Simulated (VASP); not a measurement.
Wanted: the native input for a VASP 6.6.1 run.

```yaml
Task: single point
Functional: PBEsol
Potentials_or_basis: VASP PAW PBE potentials, release 64 (In_d, P)
Cutoff: 520 eV
k_mesh: 6 × 6 × 6
Occupations: gaussian, width 0.1 eV
Spin: no spin polarisation
Dipole_correction: no
Further_INCAR_settings: ALGO = Normal; EDIFF = 1e-06; NBANDS = 38
```

The structure of InP3 lies in POSCAR:

```
InP3
1.0
    3.7836546148      2.1844940104      3.4775665455
   -3.7836546148      2.1844940104      3.4775665455
    0.0000000000     -4.3689880208      3.4775665455
In P
2 6
Direct
    0.2695174501      0.2695174501      0.2695174501
    0.7304825499      0.7304825499      0.7304825499
    0.8001481999      0.2445065728      0.8001481999
    0.8001481999      0.8001481999      0.2445065728
    0.2445065728      0.8001481999      0.8001481999
    0.1998518001      0.7554934272      0.1998518001
    0.7554934272      0.1998518001      0.1998518001
    0.1998518001      0.1998518001      0.7554934272
```

These files were run (other wordings do the same):

INCAR

```
PREC = Accurate
ENCUT = 520
EDIFF = 1E-6
ISMEAR = 0
SIGMA = 0.1
LREAL = F
LASPH = T
NELM = 80
ALGO = Normal
ISIF = 2
LWAVE = F
LCHARG = F
GGA = PS
NBANDS = 38
```

KPOINTS

```
regular mesh
0
Gamma
  6 6 6
```

Potentials or basis: VASP PAW PBE potentials, release 64 (In_d, P).

Run with:

```console
$ cat potpaw_PBE.64/In_d/POTCAR potpaw_PBE.64/P/POTCAR > POTCAR
$ mpirun -np 1 vasp_std > vasp.out
```

Results of the run:

| Property | Result |
| --- | --- |
| Pressure | -4.2 GPa |
| Largest force | 0.019 eV/Å |
| Band gap on the k mesh | zero (bands 28 and 29 overlap by 0.79 eV) |

Caveat: the cell stands under tension; semilocal functionals underestimate gaps, and a narrow one can read as zero; the PAW data sets were made with another functional, which shifts forces and pressure a little; spin-orbit coupling is left out, which moves the levels of the heavy elements.

Wall time 2 min on 1 thread of Intel(R) Xeon(R) 6975P-C (Granite Rapids) (shared host), peak memory 0.36 GiB.
